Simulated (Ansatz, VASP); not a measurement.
# Hg: VASP beside Ansatz

Contents of INCAR:

```
SYSTEM = Hg
PREC = Accurate
ENCUT = 410
EDIFF = 1E-8
ISMEAR = -1
SIGMA = 0.05
LREAL = .FALSE.
LASPH = .TRUE.
NELM = 120
ALGO = Normal
ISIF = 2
LWAVE = .FALSE.
LCHARG = .FALSE.
GGA = PE
LEFG = .TRUE.
NBANDS = 27
GGA_COMPAT = .FALSE.
```

The input KPOINTS:

```
regular mesh
0
G
  8 8 8
  0 0 0
```

POSCAR

```
Hg
1.0
    0.0000000000      3.3303445432      3.3303445432
    3.3303445432      0.0000000000      3.3303445432
    3.3303445432      3.3303445432      0.0000000000
Hg
2
Direct
   -0.1925000000     -0.1025000000     -0.1025000000
    0.1925000000      0.1025000000      0.1025000000
```

Input for Ansatz:

```yaml
crystal:
  lattice:
    - [0.0, 3.3303445432, 3.3303445432]
    - [3.3303445432, 0.0, 3.3303445432]
    - [3.3303445432, 3.3303445432, 0.0]
  atoms:
    - { symbol: Hg, position: [-0.1925, -0.1025, -0.1025] }
    - { symbol: Hg, position: [0.1925, 0.1025, 0.1025] }
kpoints:
  mp_grid: { grid: [8, 8, 8] }
scf:
  occupations: { method: fermi_dirac, width: 0.05 }
hamiltonian:
  xc: pbe
  pseudopotentials: { kind: paw }
output:
  forces: true
  stress: true
  eigenvalues: true
  efg: { contact_densities: true }
  populations: true
  write_density: true
  write_potential: true
  elf: true
  volumetric_format: npy
```

Change from the starting cell: shortest bond scaled by 0.82, PAW files.

Alike in both runs: task electric field gradients; functional PBE; k mesh 8 × 8 × 8; occupations fermi-dirac, width 0.05 eV; no spin polarisation.

```csv
,VASP,Ansatz
version,VASP 6.6.1,Ansatz 0.2.0
potentials or method,"VASP PAW PBE potentials, release 64 (Hg_sv_GW)","PAW with Ansatz's default frozen-core files, scalar-relativistic"
plane-wave cutoff (eV),410,420
valence electrons in the cell,40,40
```

```csv
,VASP,Ansatz,Ansatz less VASP
rms of the force components (eV/Å),2.994,2.964,-0.0300
size of Vzz on the site where it differs most (V/Å²),294.5,265.7,-28.81
```

Atom by atom the forces differ by 0.030 eV/Å (rms over components).

Spin-orbit coupling is off throughout.
